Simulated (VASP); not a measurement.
Al3SiNO, 6 atoms in the cell. The structure is monoclinic, space group P2/m (No. 10). Conventional cell: a = 3.349 Å, b = 5.071 Å, c = 5.241 Å, α = 90.00°, β = 91.45°, γ = 90.00°. Al (site symmetry m) has 2 N at 1.96 to 2.20 Å and 1 Al at 2.48 Å within 2.6 Å. Within 2.2 Å of Al (site symmetry 2/m) lie 2 O at 1.67 Å. Within 3.5 Å of Si (site symmetry 2/m) lie 6 Al at 2.62 to 2.82 Å and 4 N at 3.04 Å and 4 O at 3.07 to 3.14 Å and 2 Si at 3.35 Å. Within 2.6 Å of N (site symmetry 2/m) lie 4 Al at 1.96 to 2.20 Å. Within 2.2 Å of O (site symmetry 2/m) lie 2 Al at 1.67 Å. 

- Program: VASP 6.6.1
- Task: single point
- Functional: PBE
- Potentials or basis: VASP PAW PBE potentials, release 64 (Al, Si, N, O)
- Cutoff: 520 eV
- k mesh: 6 × 4 × 4
- Occupations: gaussian, width 0.1 eV
- Spin: no spin polarisation
- Dipole correction: no
- Further INCAR settings: ALGO = Normal; EDIFF = 1e-06; NBANDS = 21

Potentials or basis: VASP PAW PBE potentials, release 64 (Al, Si, N, O).

The run is started by

```sh
$ cat potpaw_PBE.64/Al/POTCAR potpaw_PBE.64/Si/POTCAR potpaw_PBE.64/N/POTCAR potpaw_PBE.64/O/POTCAR > POTCAR
$ mpirun -np 1 vasp_std > vasp.out
```

Hardware: 1 thread of Intel(R) Xeon(R) Platinum 8259CL CPU @ 2.50GHz (Skylake/Cascade Lake) (shared host).

How long does it take, and how much memory?

Run time: 63 s on 1 thread of Intel(R) Xeon(R) Platinum 8259CL CPU @ 2.50GHz (Skylake/Cascade Lake) (shared host), peak memory 0.24 GiB. Counts: scf iterations 15, k points 42.
